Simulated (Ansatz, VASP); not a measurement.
# One calculation of ZnS, two programs

```
Zn S
1.0
     0.00000    2.64834    2.64834
     2.64834    0.00000    2.64834
     2.64834    2.64834    0.00000
Zn S
1 1
Direct
  0.00000 0.00000 0.00000
  0.75000 0.75000 0.75000
```

Alike in both runs: functional LDA; k mesh 10 × 10 × 10; occupations gaussian, width 0.02 eV; no spin polarisation.

Ansatz relaxed the structure, and its values are those at the end. VASP's run is a single point on that final structure, the one shown.

|  | VASP | Ansatz |
| --- | --- | --- |
| version | VASP 6.6.1 | Ansatz 0.2.0 |
| potentials or method | VASP PAW LDA potentials, release 64 (Zn, S), cutoff 520 eV | scalar-relativistic, plane waves, PAW |
| valence electrons in the cell | 18 | 18 |

Ansatz gave:

| Quantity | Value |
| --- | --- |
| gap on the k mesh at the Fermi level (eV) | 2.13 |
| least direct gap on the mesh (eV) | 2.13 |
| pressure (GPa) | 0.0 |

Task: Estimate VASP's values.

Result: gap on the k mesh at the Fermi level (eV): 2.16; least direct gap on the mesh (eV): 2.16; pressure (GPa): 0.2.

LDA's correlation is that of Perdew and Zunger in VASP and of Perdew and Wang (1992) in Ansatz.
